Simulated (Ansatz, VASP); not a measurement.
## Two plane-wave programs on Cu

```xyz
2
Lattice="2.5672 0.0000 0.0000 -1.2836 2.2233 0.0000 0.0000 0.0000 4.1921" Properties=species:S:1:pos:R:3 pbc="T T T"
Cu    0.0000    1.6342    0.9745
Cu    1.2836    0.5891    3.2175
```

Change from the starting cell: mode 5 frozen in at +0.152 Å and mode 6 at -0.073 Å (largest displacements).

Alike in both runs: task single point; functional PBE; k mesh 21 × 21 × 10; occupations gaussian, width 0.15 eV; no spin polarisation.

|  | VASP | Ansatz |
| --- | --- | --- |
| version | VASP 6.6.1 | Ansatz 0.2.0 |
| potentials or method | VASP PAW PBE potentials, release 64 (Cu), cutoff 520 eV | scalar-relativistic, plane waves, PAW |
| valence electrons in the cell | 22 | 38 |

```csv
,VASP,Ansatz,Ansatz less VASP
gap on the k mesh at the Fermi level (eV),none,none,-
pressure (GPa),4.1,3.6,-0.50
"traceless stress, the component that is largest in VASP (GPa)",-5.92,-5.92,-0.002
rms of the force components (eV/Å),0.815,0.812,-0.0031
```

Atom by atom the forces differ by 0.004 eV/Å (rms over components). A gap of «none» marks a metal or a gap that the smearing closes. With one functional, cell and mesh, what is left measures potentials, basis and numerics. VASP's potentials hold 22 valence electrons a cell and Ansatz's 38, so a difference there can come from the potentials and not from the codes.
